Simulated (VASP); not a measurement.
# CdSe (P6_3mc) in VASP: a series of runs

CdSe is run at these levels: PBE; tasks: single point.

Everything below comes from runs of VASP 6.6.1. Logs are shortened: lines on timing, memory, paths and dates and some standing lists are left out, and cuts for length are marked.

### Step 1. The cell of the first run

Symmetry: P6_3mc, No. 186, hexagonal system. Conventional cell: a = 4.298 Å, b = 4.298 Å, c = 7.015 Å, α = 90.00°, β = 90.00°, γ = 120.00°. Cd (site symmetry 3m) has 4 Se at 2.58 to 2.65 Å within 3.4 Å. Se (site symmetry 3m) has 4 Cd at 2.58 to 2.65 Å within 3.4 Å.

### Step 2. Single point, PBE (all Se atoms moved -0.050 Å, as atom 3 along Cartesian [0 0 1])

Input file INCAR:

```
PREC     = Accurate       # precision mode
ENCUT    = 500            # plane-wave cutoff, eV
EDIFF    = 1E-6           # SCF threshold, eV
ISMEAR   = 0              # smearing method
SIGMA    = 0.05           # smearing width, eV
LREAL    = False          # projectors in reciprocal space
LASPH    = True           # aspherical terms in the spheres
NELM     = 120            # most SCF steps
ALGO     = Normal         # electronic algorithm
ISIF     = 2              # what is computed and relaxed
LWAVE    = False          # write WAVECAR
LCHARG   = False          # write CHGCAR
GGA      = PE             # functional
NBANDS   = 26             # bands
GGA_COMPAT= False
```

Input file KPOINTS:

```
Automatic mesh
0
Gamma
  9 9 4
```

Input file POSCAR:

```
CdSe
1.0
    4.2984999142      0.0000000000      0.0000000000
   -2.1492499571      3.7226101239      0.0000000000
    0.0000000000      0.0000000000      7.0152000000
Cd Se
2 2
Direct
    0.6666666667      0.3333333333      0.0000000000
    0.3333333333      0.6666666667      0.5000000000
    0.6666666667      0.3333333333      0.3678726195
    0.3333333333      0.6666666667      0.8678726195
```

Potentials or basis: VASP PAW PBE potentials, release 64 (Cd, Se).

Started as:

```bash
$ cat potpaw_PBE.64/Cd/POTCAR potpaw_PBE.64/Se/POTCAR > POTCAR
$ mpirun -np 1 vasp_std > vasp.out
```

OUTCAR:

```text
PREC = Accurate
   ENCUT = 500
   EDIFF = 1E-6
   ISMEAR = 0
   LREAL = False
   LASPH = True
   NELM = 120
   ISIF = 2
   GGA = PE

 ion  position               nearest neighbor table
   1  0.667  0.333  0.000-   3 2.58   4 2.65   4 2.65   4 2.65
   2  0.333  0.667  0.500-   4 2.58   3 2.65   3 2.65   3 2.65
   3  0.667  0.333  0.368-   1 2.58   2 2.65   2 2.65   2 2.65
   4  0.333  0.667  0.868-   2 2.58   1 2.65   1 2.65   1 2.65

  LATTYP: Found a hexagonal cell.
 ALAT       =     4.2984999142
 C/A-ratio  =     1.6320111993

  Lattice vectors:

 A1 = (   4.2984999142,   0.0000000000,   0.0000000000)
 A2 = (  -2.1492499571,   3.7226101239,   0.0000000000)
 A3 = (   0.0000000000,   0.0000000000,   7.0152000000)

Analysis of symmetry for initial positions (statically):
=====================================================================
 Subroutine PRICEL returns:
 Original cell was already a primitive cell.

 Routine SETGRP: Setting up the symmetry group for a
 hexagonal supercell.

 Subroutine GETGRP returns: Found 12 space group operations
 (whereof  6 operations were pure point group operations)
 out of a pool of 24 trial point group operations.

The static configuration has the point symmetry C_3v.
 The point group associated with its full space group is C_6v.

Analysis of symmetry for dynamics (positions and initial velocities):
=====================================================================
 Subroutine PRICEL returns:
 Original cell was already a primitive cell.

 Routine SETGRP: Setting up the symmetry group for a
 hexagonal supercell.

 Subroutine GETGRP returns: Found 12 space group operations
 (whereof  6 operations were pure point group operations)
 out of a pool of 24 trial point group operations.

The dynamic configuration has the point symmetry C_3v.
 The point group associated with its full space group is C_6v.

 Subroutine INISYM returns: Found 12 space group operations
 (whereof  6 operations are pure point group operations),
 and found     1 'primitive' translations

----------------------------------------------------------------------------------------

                                     Primitive cell

  volume of cell :     112.2547

  direct lattice vectors                    reciprocal lattice vectors
     4.298499914  0.000000000  0.000000000     0.232639297  0.134314361  0.000000000
[... 90 lines left out ...]
   EDIFF  = 0.1E-05   stopping-criterion for ELM
   LREAL  =      F    real-space projection
   EDIFFG = 0.1E-04   stopping-criterion for IOM
   NSW    =      0    number of steps for IOM
   IBRION =     -1    ionic relax: 0-MD 1-quasi-New 2-CG
   NFREE  =      0    steps in history (QN), initial steepest desc. (CG)
   ISIF   =      2    stress and relaxation
   ISYM   =      2    0-nonsym 1-usesym 2-fastsym
   POTIM  = 0.5000    time-step for ionic-motion
   TEBEG  =    0.0;   TEEND  =   0.0 temperature during run
   PSTRESS=    0.0 pullay stress
   NELECT =      36.0000    total number of electrons
   NUPDOWN=      -1.0000    fix difference up-down
   EMIN   =  10.00;   EMAX   =-10.00  energy-range for DOS
   EFERMI =   0.00;   METHOD = LEGACY
   ISMEAR =     0;   SIGMA  =   0.05  broadening in eV -4-tet -1-fermi 0-gaus
   EFERMI_NEDOS =   21; number of points for ismear=-14 and -15
   IALGO  =     38    algorithm
   IMIX   =      4    mixing-type and parameters
     AMIX     =   0.40;   BMIX     =  1.00
     AMIX_MAG =   1.60;   BMIX_MAG =  1.00
  volume/ion in A,a.u.               =      28.06       189.38
  Fermi-wavevector in a.u.,A,eV,Ry     =   1.120575  2.117579 17.084668  1.255688
  Thomas-Fermi vector in A             =   2.257222
   LORBIT       =      0    0 simple, 1 ext, 2 COOP (PROOUT), +10 PAW based schemes
   GGA     = PE    functional components
   LHFCALC =     F    Hartree Fock is set to
   AEXX    =    0.0000 exact exchange contribution
   IVDW    =     0    specifies the selected vdW correction
   LEPSILON=     F    determine dielectric tensor
   LRPA    =     F    only Hartree local field effects (RPA)
 non-spin polarized calculation
 Gauss-broadening in eV      SIGMA  =   0.05
  energy-cutoff  :      500.00
  volume of cell :      112.25
 maximum number of plane-waves:      2865
 NGX is ok and might be reduce to    32
   NGX = 15   NGY = 15   NGZ = 25

 number of electron      35.9999998 magnetization

 Free energy of the ion-electron system (eV)
  ---------------------------------------------------
  ext. energy  EPLUGINS =         0.00000000
  ---------------------------------------------------
  free energy    TOTEN  =       -10.90669690 eV

  energy without entropy =      -10.90669690  energy(sigma->0) =      -10.90669690

 E-fermi :   1.2073     XC(G=0):  -8.8915

 val. band max:        0.9805963358   @ k =   0.0000   0.0000   0.0000
 cond. band min:       1.6297822765   @ k =   0.0000   0.0000   0.0000
 fundamental gap:      0.6491859408
 Fermi energy:         1.2072813077

 k-point     1 :       0.0000    0.0000    0.0000
  band No.  band energies     occupation
      1     -11.6526      2.00000
      2     -11.2624      2.00000
      3      -7.0112      2.00000
      4      -6.9488      2.00000
      5      -6.9488      2.00000
      6      -6.8681      2.00000
[... 685 lines left out ...]
     25       9.6566      0.00000
     26       9.6566      0.00000

 [... further k-points ...]

------------------------ aborting loop because EDIFF is reached ----------------------------------------

  FORCE on cell =-STRESS in cart. coord.  units (eV):
  Direction    XX          YY          ZZ          XY          YZ          ZX
  --------------------------------------------------------------------------------------
  -------------------------------------------------------------------------------------
  Total        1.8464465      1.8464465      3.3683874      0.0000000      0.0000000      0.0000000
  in kB       26.3537709     26.3537709     48.0759732      0.0000000      0.0000000      0.0000000
  external PRESSURE =      33.5945050 kB  Pullay stress =       0.0000000 kB

 VOLUME and BASIS-vectors are now :
 -----------------------------------------------------------------------------
  energy-cutoff  :      500.00
  volume of cell :      112.25
      direct lattice vectors                 reciprocal lattice vectors
     4.298499914  0.000000000  0.000000000     0.232639297  0.134314361  0.000000000
    -2.149249957  3.722610124  0.000000000     0.000000000  0.268628722  0.000000000
     0.000000000  0.000000000  7.015200000     0.000000000  0.000000000  0.142547611

 POSITION                                       TOTAL-FORCE (eV/Angst)
 -----------------------------------------------------------------------------------
      2.14925      1.24087      0.00000        -0.000000      0.000000     -0.307642
     -0.00000      2.48174      3.50760         0.000000     -0.000000     -0.307642
      2.14925      1.24087      2.58070         0.000000      0.000000      0.307642
     -0.00000      2.48174      6.08830        -0.000000      0.000000      0.307642
 -----------------------------------------------------------------------------------
    total drift:                                0.000000     -0.000000      0.000129

  FREE ENERGIE OF THE ION-ELECTRON SYSTEM (eV)
  ---------------------------------------------------
  free  energy   TOTEN  =       -10.9066968956 eV

  energy  without entropy=      -10.9066968956  energy(sigma->0) =      -10.90669690
```

OSZICAR:

```text
N       E                     dE             d eps       ncg     rms          rms(c)
DAV:   1     0.237338930888E+03    0.23734E+03   -0.16703E+04  1872   0.121E+03
DAV:   2     0.748984794806E+00   -0.23659E+03   -0.22872E+03  2032   0.306E+02
DAV:   3    -0.115589897838E+02   -0.12308E+02   -0.12236E+02  2206   0.699E+01
DAV:   4    -0.116584897414E+02   -0.99500E-01   -0.99422E-01  2122   0.595E+00
DAV:   5    -0.116590899848E+02   -0.60024E-03   -0.60023E-03  2118   0.441E-01    0.889E+00
DAV:   6    -0.109415681979E+02    0.71752E+00   -0.12265E+00  2268   0.110E+01    0.698E+00
DAV:   7    -0.109082939693E+02    0.33274E-01   -0.53952E-01  1978   0.374E+00    0.257E+00
DAV:   8    -0.109063703212E+02    0.19236E-02   -0.56853E-02  1956   0.239E+00    0.396E-01
DAV:   9    -0.109064701336E+02   -0.99812E-04   -0.73955E-03  2026   0.987E-01    0.110E-01
DAV:  10    -0.109066062281E+02   -0.13609E-03   -0.82415E-04  1982   0.313E-01    0.713E-02
DAV:  11    -0.109066978798E+02   -0.91652E-04   -0.20590E-04  1910   0.816E-02    0.284E-02
DAV:  12    -0.109066954934E+02    0.23864E-05   -0.35333E-05  2196   0.632E-02    0.929E-03
DAV:  13    -0.109066966928E+02   -0.11995E-05   -0.10648E-05  1924   0.307E-02    0.406E-03
DAV:  14    -0.109066968956E+02   -0.20279E-06   -0.55223E-07  1422   0.368E-03
   1 F= -.10906697E+02 E0= -.10906697E+02  d E =-.206158E-12
```

Wall time 2 min (1 thread of Intel Xeon 8259CL, shared host); peak memory 0.27 GiB.

Results:

```yaml
Free_energy: -10.9067 eV
Pressure: 3.4 GPa
Largest_force: 0.308 eV/Å
Band_gap_on_the_k_mesh: 0.65 eV
```

Forces in eV/Å, atoms in the order of the input:
```
Cd   0.000  0.000 -0.308
Cd   0.000  0.000 -0.308
Se   0.000  0.000  0.308
Se   0.000  0.000  0.308
```

Levels at points of the mesh, in eV from the valence-band top:
| k point | band 15 | band 16 | band 17 | band 18 | band 19 | band 20 | band 21 | band 22 |
| --- | --- | --- | --- | --- | --- | --- | --- | --- |
| (0.00, 0.00, 0.00) | -0.81 | -0.10 | 0.00 | 0.00 | 0.65 | 2.28 | 5.84 | 5.84 |
| (0.00, 0.00, 0.50) | -0.43 | -0.43 | -0.43 | -0.43 | 2.41 | 2.41 | 5.89 | 5.89 |

Caveat: the cell differs from its parent crystal (all Se atoms moved -0.050 Å, as atom 3 along Cartesian [0 0 1]); the cell stands under pressure; semilocal functionals underestimate gaps, and a narrow one can read as zero.

### Step 3. Single point, PBE (all Se atoms moved +0.025 Å, as atom 3 along Cartesian [0 0 1])

Input file INCAR:

```
SYSTEM = CdSe
ALGO     = Normal         ! electronic algorithm
EDIFF    = 1E-6           ! SCF threshold, eV
ENCUT    = 500            ! plane-wave cutoff, eV
GGA      = PE             ! functional
GGA_COMPAT= .False.      
ISIF     = 2              ! what is computed and relaxed
ISMEAR   = 0              ! smearing method
LASPH    = .True.         ! aspherical terms in the spheres
LCHARG   = .False.        ! write CHGCAR
LREAL    = .False.        ! projectors in reciprocal space
LWAVE    = .False.        ! write WAVECAR
NBANDS   = 26             ! bands
NELM     = 120            ! most SCF steps
PREC     = Accurate       ! precision mode
SIGMA    = 0.05           ! smearing width, eV
```

Input file KPOINTS:

```
k-points
0
Gamma
  9 9 4
  0 0 0
```

Changes to POSCAR since step 2:

```diff
@@ -10,3 +10,3 @@
     0.3333333333      0.6666666667      0.5000000000
-    0.6666666667      0.3333333333      0.3678726195
-    0.3333333333      0.6666666667      0.8678726195
+    0.6666666667      0.3333333333      0.3785636903
+    0.3333333333      0.6666666667      0.8785636903
```

Potentials or basis: VASP PAW PBE potentials, release 64 (Cd, Se).

Started as:

```bash
$ cat potpaw_PBE.64/Cd/POTCAR potpaw_PBE.64/Se/POTCAR > POTCAR
$ mpirun -np 1 vasp_std > vasp.out
```

It took 2 min on 1 thread of Intel Xeon 8259CL, shared host; peak memory 0.27 GiB.

It converged, with:

| Property | Result |
| --- | --- |
| Free energy | -10.9206 eV |
| Pressure | 3.3 GPa |
| Largest force | 0.101 eV/Å |
| Band gap on the k mesh | 0.68 eV |

Forces on the atoms (eV/Å):
```
Cd   0.000  0.000  0.101
Cd   0.000  0.000  0.101
Se   0.000  0.000 -0.101
Se   0.000  0.000 -0.101
```

Stress tensor (GPa, compression positive):
```
3.54 0.00 0.00
0.00 3.54 0.00
0.00 0.00 2.88
```

Levels at points of the mesh, in eV from the valence-band top:
```csv
k point,band 15,band 16,band 17,band 18,band 19,band 20,band 21,band 22
"(0.00, 0.00, 0.00)",-0.75,-0.04,0.00,0.00,0.68,2.18,5.86,5.86
"(0.00, 0.00, 0.50)",-0.39,-0.39,-0.39,-0.39,2.37,2.37,5.85,5.85
```

Caveat: the cell differs from its parent crystal (all Se atoms moved +0.025 Å, as atom 3 along Cartesian [0 0 1]); the cell stands under pressure; semilocal functionals underestimate gaps, and a narrow one can read as zero.
